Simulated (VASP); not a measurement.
# Li7Nb8O24 (a cell with a defect) in VASP: notebook

The runs below take Li7Nb8O24 (a cell with a defect) through single point, with r2SCAN.

Everything below comes from runs of VASP 6.6.1. Logs are shortened: lines on timing, memory, paths and dates and some standing lists are left out, and cuts for length are marked.

## 1. The cell of the first run

The cell holds a defect, 39 atoms: a = 7.843 Å, b = 7.843 Å, c = 7.843 Å, α = 85.35°, β = 85.35°, γ = 85.35°.

## 2. Single point, r2SCAN

File POSCAR:

```
Li7Nb8O24
1.0
   -5.3162400000     -3.0693330000      4.8810400000
    5.3162400000     -3.0693330000      4.8810400000
    0.0000000000      6.1386650000      4.8810400000
Li Nb O
7 8 24
Direct
    0.3728990632      0.3727673912      0.3722305511
    0.6335155541      0.6221729511      0.6331712460
    0.8727770482      0.8722315499      0.3729007000
    0.1221716062      0.1331756241      0.6335002285
    0.1240059552      0.6240021931      0.1239986371
    0.3722327013      0.8729061096      0.8727704871
    0.6331660505      0.1335083977      0.1221730106
    0.1446875608      0.1471328981      0.1432712429
    0.8551582850      0.8532960666      0.8539503818
    0.6471278522      0.6432717434      0.1446839112
    0.3532943524      0.3539527125      0.8551658635
    0.6470250401      0.1470288021      0.6470324837
    0.3544008312      0.8543970691      0.3543935507
    0.1432650697      0.6446908894      0.6471275477
    0.8539537472      0.3551613676      0.3532978136
    0.5657432389      0.3875157699      0.7544098486
    0.7607310919      0.5759952636      0.3941342808
    0.3918881200      0.7611528635      0.5731485170
    0.4256926617      0.6105789724      0.2406488583
    0.2414082620      0.4254669200      0.6093282501
    0.6074672102      0.2394251354      0.4272418553
    0.0759986943      0.8941333157      0.7607286263
    0.2611571592      0.0731483410      0.3918921954
    0.8875094557      0.2544116271      0.5657477746
    0.9254675968      0.1093268657      0.2414089695
    0.7394410770      0.9272429822      0.6074624342
    0.1105783045      0.7406476769      0.4256945110
    0.0751484619      0.3894495469      0.2611489632
    0.2611490440      0.5751491643      0.8894405687
    0.8894382312      0.7611520740      0.0751484717
    0.9267087935      0.6268540090      0.7307454597
    0.7307384572      0.4267077889      0.1268497236
    0.1268490195      0.2307382344      0.9267087158
    0.5731505865      0.8918908992      0.2611480148
    0.7544103727      0.0657469565      0.8875115283
    0.3941303859      0.2607278307      0.0759901272
    0.4272410499      0.1074661714      0.7394269796
    0.2406457490      0.9256975901      0.1105771532
    0.6093278743      0.7414137094      0.9254741409
```

File INCAR.step1:

```
SYSTEM = Li7Nb8O24
  PREC = Accurate
  ENCUT = 520
  ISMEAR = -1
  SIGMA = 0.05
  LREAL = Auto
  LASPH = .True.
  NELM = 60
  NELECT = 270.0
  NBANDS = 160
  GGA = PE
  ALGO = Normal
  EDIFF = 1E-4
  LWAVE = .True.
  LCHARG = .False.
```

File INCAR.step2:

```
SYSTEM = Li7Nb8O24
  PREC = Accurate
  ENCUT = 520
  EDIFF = 1E-6
  ISMEAR = -1
  SIGMA = 0.05
  LREAL = Auto
  LASPH = .True.
  NELM = 60
  ALGO = Normal
  ISIF = 2
  LWAVE = .False.
  LCHARG = .True.
  METAGGA = R2SCAN
  LMIXTAU = .True.
  LELF = .True.
  LVHAR = .True.
  NELECT = 270.0
  NBANDS = 160
  ISTART = 1
```

File KPOINTS:

```
regular mesh
0
Gamma
  1 1 1
  0 0 0
```

Potentials or basis: VASP PAW PBE potentials, release 64 (Li_sv, Nb_sv, O).

The run is started by

```
$ cat potpaw_PBE.64/Li_sv/POTCAR potpaw_PBE.64/Nb_sv/POTCAR potpaw_PBE.64/O/POTCAR > POTCAR
$ cp INCAR.step1 INCAR
$ mpirun -np 1 vasp_gam > vasp.out
$ cp INCAR.step2 INCAR
$ mpirun -np 1 vasp_gam > vasp.out
```

OUTCAR:

```text
SYSTEM = Li7Nb8O24
   PREC = Accurate
   ENCUT = 520
   EDIFF = 1E-6
   ISMEAR = -1
   LREAL = Auto
   LASPH = .True.
   NELM = 60
   ISIF = 2
   METAGGA = R2SCAN
   NELECT = 270.0
   ISTART = 1

 ion  position               nearest neighbor table
   1  0.373  0.373  0.372-  21 2.10  20 2.11  19 2.11
   2  0.634  0.622  0.633-  16 2.09  17 2.10  18 2.17
   3  0.873  0.872  0.373-  26 2.10  25 2.11  27 2.11
   4  0.122  0.133  0.634-  24 2.09  22 2.10  23 2.17
   5  0.124  0.624  0.124-  28 2.10  29 2.10  30 2.10
   6  0.372  0.873  0.873-  37 2.10  39 2.11  38 2.11
   7  0.633  0.134  0.122-  35 2.09  36 2.10  34 2.17
   8  0.145  0.147  0.143-  33 1.78  25 1.86  38 1.86  28 2.19  36 2.22  23 2.23
   9  0.855  0.853  0.854-  35 1.81  30 1.86  22 1.87  31 2.11  39 2.20  26 2.22
  10  0.647  0.643  0.145-  32 1.78  39 1.86  19 1.86  30 2.19  17 2.22  34 2.23
  11  0.353  0.354  0.855-  16 1.81  29 1.86  36 1.87  33 2.11  20 2.20  37 2.22
  12  0.647  0.147  0.647-  37 1.85  21 1.85  26 1.85  35 2.16  16 2.16  24 2.16
  13  0.354  0.854  0.354-  34 1.85  23 1.85  18 1.85  19 2.19  38 2.19  27 2.19
  14  0.143  0.645  0.647-  31 1.78  20 1.86  27 1.86  29 2.19  22 2.22  18 2.23
  15  0.854  0.355  0.353-  24 1.81  28 1.86  17 1.87  32 2.11  25 2.20  21 2.22
  16  0.566  0.388  0.754-  11 1.81   2 2.09  12 2.16
  17  0.761  0.576  0.394-  15 1.87   2 2.10  10 2.22
  18  0.392  0.761  0.573-  13 1.85   2 2.17  14 2.23
  19  0.426  0.611  0.241-  10 1.86   1 2.11  13 2.19
  20  0.241  0.425  0.609-  14 1.86   1 2.11  11 2.20
  21  0.607  0.239  0.427-  12 1.85   1 2.10  15 2.22
  22  0.076  0.894  0.761-   9 1.87   4 2.10  14 2.22
  23  0.261  0.073  0.392-  13 1.85   4 2.17   8 2.23
  24  0.888  0.254  0.566-  15 1.81   4 2.09  12 2.16
  25  0.925  0.109  0.241-   8 1.86   3 2.11  15 2.20
  26  0.739  0.927  0.607-  12 1.85   3 2.10   9 2.22
  27  0.111  0.741  0.426-  14 1.86   3 2.11  13 2.19
  28  0.075  0.389  0.261-  15 1.86   5 2.10   8 2.19
  29  0.261  0.575  0.889-  11 1.86   5 2.10  14 2.19
  30  0.889  0.761  0.075-   9 1.86   5 2.10  10 2.19
  31  0.927  0.627  0.731-  14 1.78   9 2.11
  32  0.731  0.427  0.127-  10 1.78  15 2.11
  33  0.127  0.231  0.927-   8 1.78  11 2.11
  34  0.573  0.892  0.261-  13 1.85   7 2.17  10 2.23
  35  0.754  0.066  0.888-   9 1.81   7 2.09  12 2.16
  36  0.394  0.261  0.076-  11 1.87   7 2.10   8 2.22
  37  0.427  0.107  0.739-  12 1.85   6 2.10  11 2.22
  38  0.241  0.926  0.111-   8 1.86   6 2.11  13 2.19
  39  0.609  0.741  0.925-  10 1.86   6 2.11   9 2.20

  LATTYP: Found a trigonal (rhomboedric) cell.
 ALAT       =     7.8426882804
 COS(alpha) =     0.0810132619

  Lattice vectors:

 A1 = (  -5.3162400000,  -3.0693330000,   4.8810400000)
 A2 = (   5.3162400000,  -3.0693330000,   4.8810400000)
 A3 = (   0.0000000000,   6.1386650000,   4.8810400000)

Analysis of symmetry for initial positions (statically):
=====================================================================
 Subroutine PRICEL returns:
 Original cell was already a primitive cell.

 Routine SETGRP: Setting up the symmetry group for a
 trigonal (rhombohedral) supercell.

 Subroutine GETGRP returns: Found  1 space group operations
 (whereof  1 operations were pure point group operations)
 out of a pool of 12 trial point group operations.

The static configuration has the point symmetry C_1 .

Analysis of symmetry for dynamics (positions and initial velocities):
=====================================================================
 Subroutine PRICEL returns:
 Original cell was already a primitive cell.

 Routine SETGRP: Setting up the symmetry group for a
 trigonal (rhombohedral) supercell.

 Subroutine GETGRP returns: Found  1 space group operations
 (whereof  1 operations were pure point group operations)
 out of a pool of 12 trial point group operations.

The dynamic configuration has the point symmetry C_1 .

 Subroutine INISYM returns: Found  1 space group operations
 (whereof  1 operations are pure point group operations),
 and found     1 'primitive' translations

----------------------------------------------------------------------------------------

                                     Primitive cell

  volume of cell :     477.8726

  direct lattice vectors                    reciprocal lattice vectors
    -5.316240000 -3.069333000  4.881040000    -0.094051435 -0.054300620  0.068291453
     5.316240000 -3.069333000  4.881040000     0.094051435 -0.054300620  0.068291453
     0.000000000  6.138665000  4.881040000     0.000000000  0.108601240  0.068291464

  length of vectors
     7.842688588  7.842688588  7.842688280     0.128288551  0.128288551  0.128288555

  position of ions in fractional coordinates (direct lattice)
     0.372899063  0.372767391  0.372230551
     0.633515554  0.622172951  0.633171246
     0.872777048  0.872231550  0.372900700
     0.122171606  0.133175624  0.633500228
     0.124005955  0.624002193  0.123998637
     0.372232701  0.872906110  0.872770487
[... 31 lines left out ...]
     0.240645749  0.925697590  0.110577153
     0.609327874  0.741413709  0.925474141

  ion indices of the primitive-cell ions
   primitive index   ion index
                 1           1
                 2           2
                 3           3
                 4           4
                 5           5
                 6           6
[... 31 lines left out ...]
                38          38
                39          39

----------------------------------------------------------------------------------------

 KPOINTS: regular mesh

Automatic generation of k-mesh.
 Grid dimensions read from file:
 generate k-points for:    1    1    1

 Generating k-lattice:

  Cartesian coordinates                     Fractional coordinates (reciprocal lattice)
    -0.094051435 -0.054300620  0.068291453     1.000000000 -0.000000000  0.000000000
     0.094051435 -0.054300620  0.068291453    -0.000000000  1.000000000  0.000000000
     0.000000000  0.108601240  0.068291464     0.000000000  0.000000000  1.000000000

  Length of vectors
     0.128288551  0.128288551  0.128288555

  Shift w.r.t. Gamma in fractional coordinates (k-lattice)
     0.000000000  0.000000000  0.000000000

 Subroutine IBZKPT returns following result:
 ===========================================

 Found      1 irreducible k-points:

 Following reciprocal coordinates:
            Coordinates               Weight
  0.000000  0.000000  0.000000      1.000000
   k-points           NKPTS =      1   k-points in BZ     NKDIM =      1   number of bands    NBANDS=    160
   number of dos      NEDOS =    301   number of ions     NIONS =     39
   total plane-waves  NPLWV = 216000
   dimension x,y,z NGX =    60 NGY =   60 NGZ =   60
   dimension x,y,z NGXF=   120 NGYF=  120 NGZF=  120
   ions per type =               7   8  24
   NGX,Y,Z   is equivalent  to a cutoff of  12.72, 12.72, 12.72 a.u.
   NGXF,Y,Z  is equivalent  to a cutoff of  25.44, 25.44, 25.44 a.u.
 SYSTEM =  Li7Nb8O24
   PREC   = accura    normal or accurate (medium, high low for compatibility)
   ISTART =      1    job   : 0-new  1-cont  2-samecut
   ICHARG =      0    charge: 1-file 2-atom 10-const
   ISPIN  =      1    spin polarized calculation?
   LNONCOLLINEAR =      F non collinear calculations
   LSORBIT =      F    spin-orbit coupling
   LASPH  =      T    aspherical Exc in radial PAW
   ENCUT  =  520.0 eV  38.22 Ry    6.18 a.u.  14.58 14.58 14.58*2*pi/ulx,y,z
   NELM   =     60;   NELMIN=  2; NELMDL=  0     # of ELM steps
   EDIFF  = 0.1E-05   stopping-criterion for ELM
   LREAL  =      T    real-space projection
   EDIFFG = 0.1E-04   stopping-criterion for IOM
   NSW    =      0    number of steps for IOM
   IBRION =     -1    ionic relax: 0-MD 1-quasi-New 2-CG
   NFREE  =      0    steps in history (QN), initial steepest desc. (CG)
   ISIF   =      2    stress and relaxation
   ISYM   =      2    0-nonsym 1-usesym 2-fastsym
   POTIM  = 0.5000    time-step for ionic-motion
   TEBEG  =    0.0;   TEEND  =   0.0 temperature during run
   PSTRESS=    0.0 pullay stress
   NELECT =     270.0000    total number of electrons
   NUPDOWN=      -1.0000    fix difference up-down
   EMIN   =  10.00;   EMAX   =-10.00  energy-range for DOS
   EFERMI =   0.00;   METHOD = LEGACY
   ISMEAR =    -1;   SIGMA  =   0.05  broadening in eV -4-tet -1-fermi 0-gaus
   EFERMI_NEDOS =   21; number of points for ismear=-14 and -15
   IALGO  =     38    algorithm
   IMIX   =      4    mixing-type and parameters
     AMIX     =   0.40;   BMIX     =  1.00
     AMIX_MAG =   1.60;   BMIX_MAG =  1.00
  volume/ion in A,a.u.               =      12.25        82.69
  Fermi-wavevector in a.u.,A,eV,Ry     =   1.353397  2.557550 24.921584  1.831685
  Thomas-Fermi vector in A             =   2.480656
   LORBIT       =      0    0 simple, 1 ext, 2 COOP (PROOUT), +10 PAW based schemes
   METAGGA = R2SCAN    functional components
   LHFCALC =     F    Hartree Fock is set to
   AEXX    =    0.0000 exact exchange contribution
   IVDW    =     0    specifies the selected vdW correction
   LEPSILON=     F    determine dielectric tensor
   LRPA    =     F    only Hartree local field effects (RPA)
 non-spin polarized calculation
  energy-cutoff  :      520.00
  volume of cell :      477.87
 maximum number of plane-waves:      6439
 NGX is ok and might be reduce to    60
   NGX = 29   NGY = 29   NGZ = 29

 number of electron     270.0000014 magnetization

 Free energy of the ion-electron system (eV)
  ---------------------------------------------------
  ext. energy  EPLUGINS =         0.00000000
  ---------------------------------------------------
  free energy    TOTEN  =      -461.40331316 eV

  energy without entropy =     -461.40331316  energy(sigma->0) =     -461.40331316

 E-fermi :   2.9749     XC(G=0): -10.6156

 val. band max:        1.6831274162   @ k =   0.0000   0.0000   0.0000
 cond. band min:       6.3440281594   @ k =   0.0000   0.0000   0.0000
 fundamental gap:      4.6609007432
 Fermi energy:         2.9749448427

 k-point     1 :       0.0000    0.0000    0.0000
  band No.  band energies     occupation
      1     -53.8006      2.00000
      2     -53.7834      2.00000
      3     -53.7833      2.00000
      4     -53.7522      2.00000
      5     -53.7521      2.00000
      6     -53.7508      2.00000
[... 139 lines left out ...]
    146       7.2110      0.00000
    147       7.2913      0.00000
 [bands above 147 left out]

------------------------ aborting loop because EDIFF is reached ----------------------------------------

  FORCE on cell =-STRESS in cart. coord.  units (eV):
  Direction    XX          YY          ZZ          XY          YZ          ZX
  --------------------------------------------------------------------------------------
  -------------------------------------------------------------------------------------
  Total       11.0953740     11.0994797     12.4514593      0.0007662      0.0011075     -0.0031422
  in kB       37.1997799     37.2135452     41.7463661      0.0025688      0.0037130     -0.0105349
  external PRESSURE =      38.7198971 kB  Pullay stress =       0.0000000 kB

 VOLUME and BASIS-vectors are now :
 -----------------------------------------------------------------------------
  energy-cutoff  :      520.00
  volume of cell :      477.87
      direct lattice vectors                 reciprocal lattice vectors
    -5.316240000 -3.069333000  4.881040000    -0.094051435 -0.054300620  0.068291453
     5.316240000 -3.069333000  4.881040000     0.094051435 -0.054300620  0.068291453
     0.000000000  6.138665000  4.881040000     0.000000000  0.108601240  0.068291464

 POSITION                                       TOTAL-FORCE (eV/Angst)
 -----------------------------------------------------------------------------------
     -0.00070     -0.00370      5.45650        -0.048641      0.006273     -0.123546
     -0.06030      0.03270      9.21960         0.017763      0.001456      0.117090
     -0.00290     -3.06690     10.33760         0.029967      0.039346     -0.124151
      0.05850      3.10510      4.33850        -0.007821     -0.015356      0.117361
      2.65810     -1.53470      4.25630         0.000045     -0.000147      0.186818
      2.66170      1.53590     10.33760         0.019042     -0.045138     -0.124262
[... 31 lines left out ...]
      3.64190     -2.90110      6.23270        -0.788609      0.134061     -0.339785
      0.70220      1.53530     11.11030         0.085860     -0.809668     -0.472696
 -----------------------------------------------------------------------------------
    total drift:                               -0.000492      0.000292     -0.061521

  FREE ENERGIE OF THE ION-ELECTRON SYSTEM (eV)
  ---------------------------------------------------
  free  energy   TOTEN  =      -461.4033131571 eV

  energy  without entropy=     -461.4033131570  energy(sigma->0) =     -461.40331316
```

Wall time 9.8 min (1 thread of Intel Xeon Platinum 8488C (Sapphire Rapids), shared host); peak memory 0.56 GiB.

What came out:

```yaml
Free_energy: -461.4033 eV
Largest_force: 2.394 eV/Å
```

Forces on the atoms (eV/Å):
```
Li  -0.049  0.006 -0.124
Li   0.018  0.001  0.117
Li   0.030  0.039 -0.124
Li  -0.008 -0.015  0.117
Li   0.000  0.000  0.187
Li   0.019 -0.045 -0.124
Li  -0.010  0.014  0.117
Nb  -0.914  1.324  1.390
Nb  -0.310 -0.334 -0.731
Nb   1.602  0.132  1.391
Nb  -0.133  0.433 -0.734
Nb  -0.001 -0.001  0.136
Nb   0.000  0.001 -0.503
Nb  -0.691 -1.454  1.391
Nb   0.444 -0.102 -0.733
O   -0.824 -1.355  0.896
O    0.755 -0.177  0.391
O   -0.395  1.160  0.302
O    0.510  0.616 -0.340
O   -0.742  0.330 -0.471
O    0.428 -0.964 -0.306
O   -0.531 -0.565  0.390
O    1.203 -0.239  0.302
O   -0.762  1.390  0.896
O    0.657  0.478 -0.471
O   -1.049  0.112 -0.306
O    0.279 -0.750 -0.340
O   -0.640 -1.021  0.285
O    1.204 -0.043  0.286
O   -0.565  1.064  0.286
O    1.121  1.630 -1.349
O   -1.971  0.156 -1.348
O    0.851 -1.785 -1.348
O   -0.808 -0.922  0.303
O    1.585 -0.036  0.896
O   -0.225  0.744  0.392
O    0.621  0.853 -0.306
O   -0.789  0.134 -0.340
O    0.086 -0.810 -0.473
```

Caveat: the k points lie up to 0.81 Å⁻¹ apart; the cell carries a net charge on a neutralising background, which shifts energy and pressure; the cell is charged against a uniform background, so pressure and absolute levels hang on convention; the cutoff is under 1.25 times the usual one of these potentials, so pressure, stress and relaxed cells hold a basis-set (Pulay) error; the PAW data sets were made with another functional, which shifts forces and pressure a little.

(Part 1 of 2 ends here.)
